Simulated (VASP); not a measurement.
Wanted: the native input for a VASP 6.6.1 run.

```
Task                   : single point
Functional             : PBE
Potentials or basis    : VASP PAW PBE potentials, release 64 (Be, Cr_pv)
Cutoff                 : 520 eV
k mesh                 : 14 × 14 × 14
Occupations            : gaussian, width 0.1 eV
Spin                   : no spin polarisation
Dipole correction      : no
Further INCAR settings : ALGO = Fast; EDIFF = 1e-06; NBANDS = 17
```

The structure of Be3Cr lies in POSCAR:

```
Be3Cr
1.0
    3.2732461613      0.0000000000      0.0000000000
    0.0000000000      3.2732461613      0.0000000000
    0.0000000000      0.0000000000      3.2732461613
Be Cr
3 1
Direct
    0.0000000000      0.5000000000      0.5000000000
    0.5000000000      0.0000000000      0.5000000000
    0.5000000000      0.5000000000      0.0000000000
    0.0000000000      0.0000000000      0.0000000000
```

These files were run (other wordings do the same):

INCAR

```
  PREC = Accurate
  ENCUT = 520
  EDIFF = 1E-6
  ISMEAR = 0
  SIGMA = 0.1
  LREAL = F
  LASPH = T
  NELM = 100
  ALGO = Fast
  ISIF = 2
  LWAVE = F
  LCHARG = F
  GGA = PE
  NBANDS = 17
```

KPOINTS

```
Automatic mesh
0
Gamma
  14 14 14
```

Potentials or basis: VASP PAW PBE potentials, release 64 (Be, Cr_pv).

Run with:

```console
$ cat potpaw_PBE.64/Be/POTCAR potpaw_PBE.64/Cr_pv/POTCAR > POTCAR
$ mpirun -np 1 vasp_std > vasp.out
```

Results of the run:

| Property | Result |
| --- | --- |
| Pressure | 0.1 GPa |
| Band gap on the k mesh | zero (bands 9 and 10 overlap by 2.55 eV) |

Caveat: the run has no spin polarisation, though such a crystal can be magnetic.

Run time: 24 s on 1 thread of Intel(R) Xeon(R) 6975P-C (Granite Rapids), with other jobs on the host, peak memory 0.19 GiB.
